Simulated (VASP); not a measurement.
# Ir (I4/mmm) in VASP: notebook

Runs on Ir. Level: r2SCAN. Tasks: single point.

All numbers are computed with VASP 6.6.1; they aren't measurements. Logs are shortened: lines on timing, memory, paths and dates and some standing lists are left out, and cuts for length are marked.

**1. The cell of the first run**

Symmetry: I4/mmm, No. 139, tetragonal system. The conventional cell has a = 2.715 Å, b = 2.715 Å, c = 3.263 Å, α = 90.00°, β = 90.00°, γ = 90.00°. Ir (site symmetry 4/mmm) has 14 Ir at 2.52 to 3.26 Å within 3.3 Å.

**2. Single point, r2SCAN (strain -0.1500 x Voigt [0, 0, 1, 0, 0, 0])**

Input file POSCAR:

```
Ir
1.0
    0.0000000000      1.9197000000      1.6317450000
    1.9197000000      0.0000000000      1.6317450000
    1.9197000000      1.9197000000      0.0000000000
Ir
1
Direct
    0.0000000000      0.0000000000      0.0000000000
```

Input file INCAR.step1:

```
PREC = Accurate
ENCUT = 520
ISMEAR = 0
SIGMA = 0.15
LREAL = F
LASPH = T
NELM = 80
NBANDS = 10
GGA = PE
ALGO = Normal
EDIFF = 1E-4
LWAVE = T
LCHARG = F
```

Input file INCAR.step2:

```
PREC = Accurate
ENCUT = 520
EDIFF = 1E-6
ISMEAR = 0
SIGMA = 0.15
LREAL = F
LASPH = T
NELM = 80
ALGO = Normal
ISIF = 2
LWAVE = F
LCHARG = F
METAGGA = R2SCAN
LMIXTAU = T
NBANDS = 10
ISTART = 1
```

Input file KPOINTS:

```
Automatic mesh
0
Gamma
  22 22 22
```

Potentials or basis: VASP PAW PBE potentials, release 64 (Ir).

The run is started by

```
$ cat potpaw_PBE.64/Ir/POTCAR > POTCAR
$ cp INCAR.step1 INCAR
$ mpirun -np 1 vasp_std > vasp.out
$ cp INCAR.step2 INCAR
$ mpirun -np 1 vasp_std > vasp.out
```

OUTCAR:

```text
PREC = Accurate
   ENCUT = 520
   EDIFF = 1E-6
   ISMEAR = 0
   LREAL = F
   LASPH = T
   NELM = 80
   ISIF = 2
   METAGGA = R2SCAN
   ISTART = 1

 ion  position               nearest neighbor table
   1  0.000  0.000  0.000-

  LATTYP: Found a body centered tetragonal cell.
 ALAT       =     2.7148657757
 C/A-ratio  =     1.2020815280

  Lattice vectors:

 A1 = (   0.0000000000,  -1.9197000000,  -1.6317450000)
 A2 = (   0.0000000000,   1.9197000000,  -1.6317450000)
 A3 = (   1.9197000000,   0.0000000000,   1.6317450000)

Analysis of symmetry for initial positions (statically):
=====================================================================
 Subroutine PRICEL returns:
 Original cell was already a primitive cell.

 Routine SETGRP: Setting up the symmetry group for a
 body centered tetragonal supercell.

 Subroutine GETGRP returns: Found 16 space group operations
 (whereof 16 operations were pure point group operations)
 out of a pool of 16 trial point group operations.

The static configuration has the point symmetry D_4h.

Analysis of symmetry for dynamics (positions and initial velocities):
=====================================================================
 Subroutine PRICEL returns:
 Original cell was already a primitive cell.

 Routine SETGRP: Setting up the symmetry group for a
 body centered tetragonal supercell.

 Subroutine GETGRP returns: Found 16 space group operations
 (whereof 16 operations were pure point group operations)
 out of a pool of 16 trial point group operations.

The dynamic configuration has the point symmetry D_4h.

 Subroutine INISYM returns: Found 16 space group operations
 (whereof 16 operations are pure point group operations),
 and found     1 'primitive' translations

----------------------------------------------------------------------------------------

                                     Primitive cell

  volume of cell :      12.0268

  direct lattice vectors                    reciprocal lattice vectors
     0.000000000  1.919700000  1.631745000    -0.260457363  0.260457363  0.306420427
     1.919700000  0.000000000  1.631745000     0.260457363 -0.260457363  0.306420427
     1.919700000  1.919700000  0.000000000     0.260457363  0.260457363 -0.306420427

  length of vectors
     2.519491980  2.519491980  2.714865776     0.479134171  0.479134171  0.479134171

  position of ions in fractional coordinates (direct lattice)
     0.000000000  0.000000000  0.000000000

  ion indices of the primitive-cell ions
   primitive index   ion index
                 1           1

----------------------------------------------------------------------------------------

 KPOINTS: Automatic mesh

Automatic generation of k-mesh.
 Grid dimensions read from file:
 generate k-points for:   22   22   22

 Generating k-lattice:

  Cartesian coordinates                     Fractional coordinates (reciprocal lattice)
    -0.011838971  0.011838971  0.013928201     0.045454545  0.000000000  0.000000000
     0.011838971 -0.011838971  0.013928201     0.000000000  0.045454545  0.000000000
     0.011838971  0.011838971 -0.013928201     0.000000000  0.000000000  0.045454545

  Length of vectors
     0.021778826  0.021778826  0.021778826

  Shift w.r.t. Gamma in fractional coordinates (k-lattice)
     0.000000000  0.000000000  0.000000000

 Subroutine IBZKPT returns following result:
 ===========================================

 Found    834 irreducible k-points:

 Following reciprocal coordinates:
            Coordinates               Weight
  0.000000  0.000000  0.000000      1.000000
  0.045455 -0.000000  0.000000      8.000000
  0.090909 -0.000000  0.000000      8.000000
  0.136364 -0.000000  0.000000      8.000000
  0.181818  0.000000  0.000000      8.000000
  0.227273 -0.000000  0.000000      8.000000
[... 16 lines left out ...]
  0.500000  0.045455  0.000000      8.000000
 -0.454545  0.045455  0.000000      8.000000
 [... further k-points ...]
   k-points           NKPTS =    834   k-points in BZ     NKDIM =    834   number of bands    NBANDS=     10
   number of dos      NEDOS =    301   number of ions     NIONS =      1
   total plane-waves  NPLWV =   8000
   dimension x,y,z NGX =    20 NGY =   20 NGZ =   20
   dimension x,y,z NGXF=    40 NGYF=   40 NGZF=   40
   ions per type =               1
   NGX,Y,Z   is equivalent  to a cutoff of  13.20, 13.20, 12.25 a.u.
   NGXF,Y,Z  is equivalent  to a cutoff of  26.39, 26.39, 24.49 a.u.
 SYSTEM =  unknown system
   PREC   = accura    normal or accurate (medium, high low for compatibility)
   ISTART =      1    job   : 0-new  1-cont  2-samecut
   ICHARG =      0    charge: 1-file 2-atom 10-const
   ISPIN  =      1    spin polarized calculation?
   LNONCOLLINEAR =      F non collinear calculations
   LSORBIT =      F    spin-orbit coupling
   LASPH  =      T    aspherical Exc in radial PAW
   ENCUT  =  520.0 eV  38.22 Ry    6.18 a.u.   4.68  4.68  5.05*2*pi/ulx,y,z
   NELM   =     80;   NELMIN=  2; NELMDL=  0     # of ELM steps
   EDIFF  = 0.1E-05   stopping-criterion for ELM
   LREAL  =      F    real-space projection
   EDIFFG = 0.1E-04   stopping-criterion for IOM
   NSW    =      0    number of steps for IOM
   IBRION =     -1    ionic relax: 0-MD 1-quasi-New 2-CG
   NFREE  =      0    steps in history (QN), initial steepest desc. (CG)
   ISIF   =      2    stress and relaxation
   ISYM   =      2    0-nonsym 1-usesym 2-fastsym
   POTIM  = 0.5000    time-step for ionic-motion
   TEBEG  =    0.0;   TEEND  =   0.0 temperature during run
   PSTRESS=    0.0 pullay stress
   NELECT =       9.0000    total number of electrons
   NUPDOWN=      -1.0000    fix difference up-down
   EMIN   =  10.00;   EMAX   =-10.00  energy-range for DOS
   EFERMI =   0.00;   METHOD = LEGACY
   ISMEAR =     0;   SIGMA  =   0.15  broadening in eV -4-tet -1-fermi 0-gaus
   EFERMI_NEDOS =   21; number of points for ismear=-14 and -15
   IALGO  =     38    algorithm
   IMIX   =      4    mixing-type and parameters
     AMIX     =   0.40;   BMIX     =  1.00
     AMIX_MAG =   1.60;   BMIX_MAG =  1.00
  volume/ion in A,a.u.               =      12.03        81.16
  Fermi-wavevector in a.u.,A,eV,Ry     =   1.486298  2.808697 30.056396  2.209083
  Thomas-Fermi vector in A             =   2.599602
   LORBIT       =      0    0 simple, 1 ext, 2 COOP (PROOUT), +10 PAW based schemes
   METAGGA = R2SCAN    functional components
   LHFCALC =     F    Hartree Fock is set to
   AEXX    =    0.0000 exact exchange contribution
   IVDW    =     0    specifies the selected vdW correction
   LEPSILON=     F    determine dielectric tensor
   LRPA    =     F    only Hartree local field effects (RPA)
 non-spin polarized calculation
 Gauss-broadening in eV      SIGMA  =   0.15
  energy-cutoff  :      520.00
  volume of cell :       12.03
 maximum number of plane-waves:       334
   NGX =  9   NGY =  9   NGZ =  9

 number of electron       9.0000000 magnetization

 Free energy of the ion-electron system (eV)
  ---------------------------------------------------
  ext. energy  EPLUGINS =         0.00000000
  ---------------------------------------------------
  free energy    TOTEN  =       -51.42736221 eV

  energy without entropy =      -51.41798586  energy(sigma->0) =      -51.42267403

 E-fermi :  13.1365     XC(G=0): -16.4579

 val. band max:       13.1308168929   @ k =  -0.2727   0.0909   0.3636
 cond. band min:      13.1405143675   @ k =  -0.4545   0.3636   0.1818
 fundamental gap:      0.0096974746
 Fermi energy:        13.1364575943

 k-point     1 :       0.0000    0.0000    0.0000
  band No.  band energies     occupation
      1      -0.1542      2.00000
      2       7.6134      2.00000
      3       7.6134      2.00000
      4       9.8114      2.00000
      5       9.9478      2.00000
      6      12.8286      1.99630
      7      28.4581      0.00000
      8      32.6410      0.00000
      9      32.6410      0.00000
     10      40.3206      0.00000

 k-point     2 :       0.0455   -0.0000    0.0000
  band No.  band energies     occupation
      1      -0.0371      2.00000
      2       7.6096      2.00000
      3       7.6601      2.00000
      4       9.8067      2.00000
      5       9.9211      2.00000
      6      12.7729      1.99939
      7      28.6662      0.00000
      8      32.6209      0.00000
      9      32.8290      0.00000
     10      39.3228      0.00000

 k-point     3 :       0.0909   -0.0000    0.0000
  band No.  band energies     occupation
      1       0.3039      2.00000
      2       7.5867      2.00000
      3       7.7680      2.00000
      4       9.8299      2.00000
      5       9.8681      2.00000
      6      12.6253      2.00000
      7      29.2432      0.00000
      8      32.4384      0.00000
      9      33.3833      0.00000
     10      38.4261      0.00000

 k-point     4 :       0.1364   -0.0000    0.0000
  band No.  band energies     occupation
      1       0.8362      2.00000
      2       7.5282      2.00000
      3       7.8434      2.00000
      4       9.8486      2.00000
      5       9.9884      2.00000
      6      12.4371      2.00000
      7      30.0140      0.00000
      8      31.9235      0.00000
      9      34.2758      0.00000
     10      38.3502      0.00000
[... 222 lines left out ...]
 k-point    22 :       0.4545    0.0455    0.0000
  band No.  band energies     occupation
      1       3.0259      2.00000
      2       6.7349      2.00000
      3       9.5797      2.00000
      4      10.9901      2.00000
      5      14.0807      0.00000
      6      15.2240      0.00000
      7      23.7081      0.00000
      8      27.8302      0.00000
      9      34.6451      0.00000
     10      37.8854      0.00000

 k-point    23 :       0.5000    0.0455    0.0000
  band No.  band energies     occupation
      1       2.9949      2.00000
      2       6.6766      2.00000
      3       9.4496      2.00000
      4      11.5756      2.00000
      5      14.3538      0.00000
      6      15.3950      0.00000
      7      23.1085      0.00000
      8      27.5401      0.00000
      9      34.3481      0.00000
     10      37.3681      0.00000

 k-point    24 :      -0.4545    0.0455    0.0000
  band No.  band energies     occupation
      1       3.0121      2.00000
      2       6.6924      2.00000
      3       9.3553      2.00000
      4      11.6413      2.00000
      5      14.2048      0.00000
      6      15.1353      0.00000
      7      23.3858      0.00000
      8      27.5962      0.00000
      9      34.7776      0.00000
     10      37.3389      0.00000

 [... further k-points ...]

------------------------ aborting loop because EDIFF is reached ----------------------------------------

  FORCE on cell =-STRESS in cart. coord.  units (eV):
  Direction    XX          YY          ZZ          XY          YZ          ZX
  --------------------------------------------------------------------------------------
  -------------------------------------------------------------------------------------
  Total        6.2476164      6.2476164     11.6863786      0.0000000     -0.0000000      0.0000000
  in kB      832.2923884    832.2923884   1556.8311726      0.0000000     -0.0000000      0.0000000
  external PRESSURE =    1073.8053165 kB  Pullay stress =       0.0000000 kB

 VOLUME and BASIS-vectors are now :
 -----------------------------------------------------------------------------
  energy-cutoff  :      520.00
  volume of cell :       12.03
      direct lattice vectors                 reciprocal lattice vectors
     0.000000000  1.919700000  1.631745000    -0.260457363  0.260457363  0.306420427
     1.919700000  0.000000000  1.631745000     0.260457363 -0.260457363  0.306420427
     1.919700000  1.919700000  0.000000000     0.260457363  0.260457363 -0.306420427

 POSITION                                       TOTAL-FORCE (eV/Angst)
 -----------------------------------------------------------------------------------
      0.00000      0.00000      0.00000         0.000000      0.000000      0.000000
 -----------------------------------------------------------------------------------
    total drift:                                0.000000     -0.000000     -0.000000

  FREE ENERGIE OF THE ION-ELECTRON SYSTEM (eV)
  ---------------------------------------------------
  free  energy   TOTEN  =       -51.4273622099 eV

  energy  without entropy=      -51.4179858574  energy(sigma->0) =      -51.42267403
```

Run time: 3.2 min. Hardware: 1 thread of Intel Xeon Platinum 8488C (Sapphire Rapids), shared host; peak memory 0.22 GiB.

Results:

- Free energy: -51.4274 eV
- Pressure: 107.4 GPa
- Band gap on the k mesh: zero (an odd number of electrons rules out a gap without spin polarisation)

Caveat: the cell differs from its parent crystal (strain -0.1500 x Voigt [0, 0, 1, 0, 0, 0]); the stress differs along the axes, from 83 to 156 GPa; the PAW data sets were made with another functional, which shifts forces and pressure a little; spin-orbit coupling is left out, which moves the levels of the heavy elements.

(Part 1 of 2 ends here.)
